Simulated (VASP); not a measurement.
Here is a VASP 6.6.1 calculation.

Contents of POSCAR:

```
Lu
1.0
    3.4700000000      0.0000000000      0.0000000000
   -1.7350000000      3.0051081511      0.0000000000
    0.0000000000      0.0000000000      5.6665100000
Lu
2
Direct
    0.3333333333      0.6666666667      0.2500000000
    0.6666666667      0.3333333333      0.7500000000
```

The input INCAR.step1:

```
  PREC = Accurate
  ENCUT = 600
  ISMEAR = -1
  SIGMA = 0.1
  LREAL = False
  LASPH = True
  NELM = 80
  GGA = PE
  ALGO = Normal
  EDIFF = 1E-4
  LWAVE = True
  LCHARG = False
```

The input INCAR.step2:

```
  PREC = Accurate
  ENCUT = 600
  EDIFF = 1E-6
  ISMEAR = -1
  SIGMA = 0.1
  LREAL = False
  LASPH = True
  NELM = 80
  ALGO = Normal
  ISIF = 3
  LWAVE = False
  LCHARG = False
  METAGGA = R2SCAN
  LMIXTAU = True
  IBRION = 2
  NSW = 80
  EDIFFG = -0.03
  ISTART = 1
```

The input KPOINTS:

```
Automatic mesh
0
Gamma
  9 9 5
```

Potentials or basis: VASP PAW PBE potentials, release 64 (Lu).

The run is started by

```sh
$ cat potpaw_PBE.64/Lu/POTCAR > POTCAR
$ cp INCAR.step1 INCAR
$ mpirun -np 1 vasp_std > vasp.out
$ cp INCAR.step2 INCAR
$ mpirun -np 1 vasp_std > vasp.out
```

(1) Predict the relaxed volume.

(2) What does it give for the band gap on the k mesh?

(3) Estimate the space group after relaxing (to 0.1 Å).

## Answers

(1) 29.39 Å³/atom.

(2) zero (bands 25 and 26 overlap by 1.57 eV).

(3) P6_3/mmc (No. 194).

Caveat: the PAW data sets were made with another functional, which shifts forces and pressure a little; spin-orbit coupling is left out, which moves the levels of the heavy elements.
